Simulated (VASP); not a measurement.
# Al in VASP: single point with r2SCAN

Aim: the single point of Al with r2SCAN.

All numbers are computed with VASP 6.6.1; they aren't measurements. Logs are shortened: lines on timing, memory, paths and dates and some standing lists are left out, and cuts for length are marked.

### 1 The cell of the first run

The cell holds a slab with vacuum, 6 atoms: a = 2.823 Å, b = 2.823 Å, c = 26.524 Å, α = 90.00°, β = 90.00°, γ = 120.00°.

### 2 Single point, r2SCAN

The input, POSCAR:

```
Al
1.0
    2.8227746037      0.0000000000      0.0000000000
   -1.4113873019      2.4445945160      0.0000000000
    0.0000000000      0.0000000000     26.5239290634
Al
6
Direct
    0.6666666667      0.3333333333      0.2826488619
    0.3333333333      0.6666666667      0.3704374753
    0.0000000000      0.0000000000      0.4567436585
    0.6666666667      0.3333333333      0.5432563414
    0.3333333333      0.6666666667      0.6295625252
    0.0000000000      0.0000000000      0.7173511376
```

The input, INCAR.step1:

```
SYSTEM = Al
PREC = Accurate ; ENCUT = 520
ISMEAR = 0 ; SIGMA = 0.1
LREAL = .False. ; LASPH = .True.
NELM = 100 ; LDIPOL = .True.
IDIPOL = 3 ; DIPOL = 0.5 0.5 0.500
NBANDS = 18 ; GGA = PE
ALGO = Normal ; EDIFF = 1E-4
LWAVE = .True. ; LCHARG = .False.
```

The input, INCAR.step2:

```
SYSTEM = Al
PREC = Accurate ; ENCUT = 520
EDIFF = 1E-7 ; ISMEAR = 0
SIGMA = 0.1 ; LREAL = .False.
LASPH = .True. ; NELM = 100
ALGO = Normal ; ISIF = 2
LWAVE = .False. ; LCHARG = .True.
LDIPOL = .True. ; IDIPOL = 3
DIPOL = 0.5 0.5 0.500 ; METAGGA = R2SCAN
LMIXTAU = .True. ; LELF = .True.
LVHAR = .True. ; LVACPOTAV = .True.
NBANDS = 18 ; ISTART = 1
```

The input, KPOINTS:

```
regular mesh
0
Gamma
  12 12 1
  0 0 0
```

Potentials or basis: VASP PAW PBE potentials, release 64 (Al).

Launch:

```
cat potpaw_PBE.64/Al/POTCAR > POTCAR
cp INCAR.step1 INCAR
mpirun -np 1 vasp_std > vasp.out
cp INCAR.step2 INCAR
mpirun -np 1 vasp_std > vasp.out
```

OUTCAR:

```text
SYSTEM = Al
   PREC = Accurate
   ENCUT = 520
   EDIFF = 1E-7
   ISMEAR = 0
   LREAL = .False.
   LASPH = .True.
   NELM = 100
   ISIF = 2
   METAGGA = R2SCAN
   ISTART = 1

 ion  position               nearest neighbor table
   1  0.667  0.333  0.283-   2 2.84   2 2.84   2 2.84
   2  0.333  0.667  0.370-   3 2.81   3 2.81   3 2.81   1 2.84   1 2.84   1 2.84
   3  0.000  0.000  0.457-   2 2.81   2 2.81   2 2.81   4 2.81   4 2.81   4 2.81
   4  0.667  0.333  0.543-   5 2.81   5 2.81   5 2.81   3 2.81   3 2.81   3 2.81
   5  0.333  0.667  0.630-   4 2.81   4 2.81   4 2.81   6 2.84   6 2.84   6 2.84
   6  0.000  0.000  0.717-   5 2.84   5 2.84   5 2.84

  LATTYP: Found a hexagonal cell.
 ALAT       =     2.8227746037
 C/A-ratio  =     9.3964034637

  Lattice vectors:

 A1 = (   2.8227746037,   0.0000000000,   0.0000000000)
 A2 = (  -1.4113873019,   2.4445945160,   0.0000000000)
 A3 = (   0.0000000000,   0.0000000000,  26.5239290634)

Analysis of symmetry for initial positions (statically):
=====================================================================
 Subroutine PRICEL returns:
 Original cell was already a primitive cell.

 Routine SETGRP: Setting up the symmetry group for a
 hexagonal supercell.

 Subroutine GETGRP returns: Found 12 space group operations
 (whereof  6 operations were pure point group operations)
 out of a pool of 24 trial point group operations.

The static configuration has the point symmetry C_3v.
 The point group associated with its full space group is D_3d.

Analysis of symmetry for dynamics (positions and initial velocities):
=====================================================================
 Subroutine PRICEL returns:
 Original cell was already a primitive cell.

 Routine SETGRP: Setting up the symmetry group for a
 hexagonal supercell.

 Subroutine GETGRP returns: Found 12 space group operations
 (whereof  6 operations were pure point group operations)
 out of a pool of 24 trial point group operations.

The dynamic configuration has the point symmetry C_3v.
 The point group associated with its full space group is D_3d.

 Subroutine INISYM returns: Found 12 space group operations
 (whereof  6 operations are pure point group operations),
 and found     1 'primitive' translations

----------------------------------------------------------------------------------------

                                     Primitive cell

  volume of cell :     183.0294

  direct lattice vectors                    reciprocal lattice vectors
     2.822774604  0.000000000  0.000000000     0.354261371  0.204532898  0.000000000
    -1.411387302  2.444594516  0.000000000     0.000000000  0.409065795  0.000000000
     0.000000000  0.000000000 26.523929063     0.000000000  0.000000000  0.037701805

  length of vectors
     2.822774604  2.822774604 26.523929063     0.409065795  0.409065795  0.037701805

  position of ions in fractional coordinates (direct lattice)
     0.666666667  0.333333333  0.282648862
     0.333333333  0.666666667  0.370437475
     0.000000000  0.000000000  0.456743659
     0.666666667  0.333333333  0.543256341
     0.333333333  0.666666667  0.629562525
     0.000000000  0.000000000  0.717351138

  ion indices of the primitive-cell ions
   primitive index   ion index
                 1           1
                 2           2
                 3           3
                 4           4
                 5           5
                 6           6

----------------------------------------------------------------------------------------

 KPOINTS: regular mesh

Automatic generation of k-mesh.
 Grid dimensions read from file:
 generate k-points for:   12   12    1

 Generating k-lattice:

  Cartesian coordinates                     Fractional coordinates (reciprocal lattice)
     0.029521781  0.017044408  0.000000000     0.083333333  0.000000000  0.000000000
     0.000000000  0.034088816  0.000000000     0.000000000  0.083333333  0.000000000
     0.000000000  0.000000000  0.037701805     0.000000000  0.000000000  1.000000000

  Length of vectors
     0.034088816  0.034088816  0.037701805

  Shift w.r.t. Gamma in fractional coordinates (k-lattice)
     0.000000000  0.000000000  0.000000000

 Subroutine IBZKPT returns following result:
 ===========================================

 Found     19 irreducible k-points:

 Following reciprocal coordinates:
            Coordinates               Weight
  0.000000  0.000000  0.000000      1.000000
  0.083333  0.000000  0.000000      6.000000
  0.166667  0.000000  0.000000      6.000000
  0.250000  0.000000  0.000000      6.000000
  0.333333  0.000000  0.000000      6.000000
  0.416667  0.000000  0.000000      6.000000
[... 11 lines left out ...]
  0.333333  0.250000  0.000000     12.000000
  0.333333  0.333333  0.000000      2.000000
   k-points           NKPTS =     19   k-points in BZ     NKDIM =     19   number of bands    NBANDS=     18
   number of dos      NEDOS =    301   number of ions     NIONS =      6
   total plane-waves  NPLWV = 115200
   dimension x,y,z NGX =    24 NGY =   24 NGZ =  200
   dimension x,y,z NGXF=    48 NGYF=   48 NGZF=  400
   ions per type =               6
   NGX,Y,Z   is equivalent  to a cutoff of  14.13, 14.13, 12.54 a.u.
   NGXF,Y,Z  is equivalent  to a cutoff of  28.27, 28.27, 25.07 a.u.
 SYSTEM =  Al
   PREC   = accura    normal or accurate (medium, high low for compatibility)
   ISTART =      1    job   : 0-new  1-cont  2-samecut
   ICHARG =      0    charge: 1-file 2-atom 10-const
   ISPIN  =      1    spin polarized calculation?
   LNONCOLLINEAR =      F non collinear calculations
   LSORBIT =      F    spin-orbit coupling
   LASPH  =      T    aspherical Exc in radial PAW
   ENCUT  =  520.0 eV  38.22 Ry    6.18 a.u.   5.25  5.25 49.32*2*pi/ulx,y,z
   NELM   =    100;   NELMIN=  2; NELMDL=  0     # of ELM steps
   EDIFF  = 0.1E-06   stopping-criterion for ELM
   LREAL  =      F    real-space projection
   EDIFFG = 0.1E-05   stopping-criterion for IOM
   NSW    =      0    number of steps for IOM
   IBRION =     -1    ionic relax: 0-MD 1-quasi-New 2-CG
   NFREE  =      0    steps in history (QN), initial steepest desc. (CG)
   ISIF   =      2    stress and relaxation
   ISYM   =      2    0-nonsym 1-usesym 2-fastsym
   POTIM  = 0.5000    time-step for ionic-motion
   TEBEG  =    0.0;   TEEND  =   0.0 temperature during run
   PSTRESS=    0.0 pullay stress
   NELECT =      18.0000    total number of electrons
   NUPDOWN=      -1.0000    fix difference up-down
   EMIN   =  10.00;   EMAX   =-10.00  energy-range for DOS
   EFERMI =   0.00;   METHOD = LEGACY
   ISMEAR =     0;   SIGMA  =   0.10  broadening in eV -4-tet -1-fermi 0-gaus
   EFERMI_NEDOS =   21; number of points for ismear=-14 and -15
   IALGO  =     38    algorithm
   IMIX   =      4    mixing-type and parameters
     AMIX     =   0.40;   BMIX     =  1.00
     AMIX_MAG =   1.60;   BMIX_MAG =  1.00
  volume/ion in A,a.u.               =      30.50       205.86
  Fermi-wavevector in a.u.,A,eV,Ry     =   0.755658  1.427987  7.769188  0.571019
  Thomas-Fermi vector in A             =   1.853602
   LORBIT       =      0    0 simple, 1 ext, 2 COOP (PROOUT), +10 PAW based schemes
   METAGGA = R2SCAN    functional components
   LHFCALC =     F    Hartree Fock is set to
   AEXX    =    0.0000 exact exchange contribution
   IVDW    =     0    specifies the selected vdW correction
   LEPSILON=     F    determine dielectric tensor
   LRPA    =     F    only Hartree local field effects (RPA)
 non-spin polarized calculation
 Gauss-broadening in eV      SIGMA  =   0.10
  energy-cutoff  :      520.00
  volume of cell :      183.03
 maximum number of plane-waves:      4968
 NGX is ok and might be reduce to    24
   NGX = 11   NGY = 11   NGZ = 99

 number of electron      18.0000000 magnetization

 dipolmoment           0.000000      0.000000      0.000000 electrons x Angstroem

 Free energy of the ion-electron system (eV)
  ---------------------------------------------------
  ext. energy  EPLUGINS =         0.00000000
  ---------------------------------------------------
  free energy    TOTEN  =       -39.63537761 eV

  energy without entropy =      -39.61641086  energy(sigma->0) =      -39.62589424

 E-fermi :   2.4094     XC(G=0):  -6.3924

 val. band max:        2.3466237113   @ k =   0.4167   0.0833   0.0000
 cond. band min:       2.4144648781   @ k =   0.3333   0.1667   0.0000
 fundamental gap:      0.0678411668
 Fermi energy:         2.4093507122

 k-point     1 :       0.0000    0.0000    0.0000
  band No.  band energies     occupation
      1      -9.4109      2.00000
      2      -8.8537      2.00000
      3      -7.9572      2.00000
      4      -6.7767      2.00000
      5      -5.2615      2.00000
      6      -3.3612      2.00000
[... 10 lines left out ...]
     17      12.0584      0.00000
     18      14.4110      0.00000

 k-point     2 :       0.0833    0.0000    0.0000
  band No.  band energies     occupation
      1      -9.2284      2.00000
      2      -8.6718      2.00000
      3      -7.7762      2.00000
      4      -6.5969      2.00000
      5      -5.0832      2.00000
      6      -3.1836      2.00000
[... 10 lines left out ...]
     17      11.8181      0.00000
     18      12.1112      0.00000

 k-point     3 :       0.1667    0.0000    0.0000
  band No.  band energies     occupation
      1      -8.6825      2.00000
      2      -8.1275      2.00000
      3      -7.2346      2.00000
      4      -6.0592      2.00000
      5      -4.5501      2.00000
      6      -2.6536      2.00000
[... 307 lines left out ...]
 k-point    18 :       0.3333    0.2500    0.0000
  band No.  band energies     occupation
      1      -2.8256      2.00000
      2      -2.2970      2.00000
      3      -1.4666      2.00000
      4      -0.7954      2.00000
      5      -0.3838      2.00000
      6      -0.1775      2.00000
[... 10 lines left out ...]
     17       5.5446      0.00000
     18       5.6205      0.00000

 k-point    19 :       0.3333    0.3333    0.0000
  band No.  band energies     occupation
      1      -0.9645      2.00000
      2      -0.9567      2.00000
      3      -0.9567      2.00000
      4      -0.5273      2.00000
      5      -0.5273      2.00000
      6      -0.2164      2.00000
[... 10 lines left out ...]
     17       5.2932      0.00000
     18       5.4506      0.00000

------------------------ aborting loop because EDIFF is reached ----------------------------------------

  FORCE on cell =-STRESS in cart. coord.  units (eV):
  Direction    XX          YY          ZZ          XY          YZ          ZX
  --------------------------------------------------------------------------------------
  -------------------------------------------------------------------------------------
  Total       -0.9843404     -0.9843404     -0.1651496      0.0000000      0.0000000     -0.0000000
  in kB       -8.6165815     -8.6165815     -1.4456639      0.0000000      0.0000000     -0.0000000
  external PRESSURE =      -6.2262756 kB  Pullay stress =       0.0000000 kB

 VOLUME and BASIS-vectors are now :
 -----------------------------------------------------------------------------
  energy-cutoff  :      520.00
  volume of cell :      183.03
      direct lattice vectors                 reciprocal lattice vectors
     2.822774604  0.000000000  0.000000000     0.354261371  0.204532898  0.000000000
    -1.411387302  2.444594516  0.000000000     0.000000000  0.409065795  0.000000000
     0.000000000  0.000000000 26.523929063     0.000000000  0.000000000  0.037701805

 POSITION                                       TOTAL-FORCE (eV/Angst)
 -----------------------------------------------------------------------------------
      1.41139      0.81486      7.49696         0.000000      0.000000      0.013170
     -0.00000      1.62973      9.82546        -0.000000      0.000000      0.002458
      0.00000      0.00000     12.11464        -0.000000     -0.000000      0.001725
      1.41139      0.81486     14.40929         0.000000      0.000000     -0.001725
     -0.00000      1.62973     16.69847         0.000000      0.000000     -0.002458
      0.00000      0.00000     19.02697         0.000000     -0.000000     -0.013170
 -----------------------------------------------------------------------------------
    total drift:                               -0.000000      0.000000      0.000000

  FREE ENERGIE OF THE ION-ELECTRON SYSTEM (eV)
  ---------------------------------------------------
  free  energy   TOTEN  =       -39.6353776111 eV

  energy  without entropy=      -39.6164108597  energy(sigma->0) =      -39.62589424

 vacuum level on the upper side and lower side of the slab         6.519         6.519
```

Run time: 7.6 min. Hardware: 1 thread of Intel Xeon Platinum 8259CL at 2.50GHz (Skylake/Cascade Lake), shared host; peak memory 0.37 GiB.

Results:

| Item | Value |
| --- | --- |
| Free energy | -39.6354 eV |
| Largest force | 0.013 eV/Å |
| Band gap on the k mesh | zero (bands 9 and 10 overlap by 3.50 eV) |

Forces on the atoms (eV/Å):
```
Al   0.000  0.000  0.013
Al   0.000  0.000  0.002
Al   0.000  0.000  0.002
Al   0.000  0.000 -0.002
Al   0.000  0.000 -0.002
Al   0.000  0.000 -0.013
```

Caveat: the PAW data sets were made with another functional, which shifts forces and pressure a little.
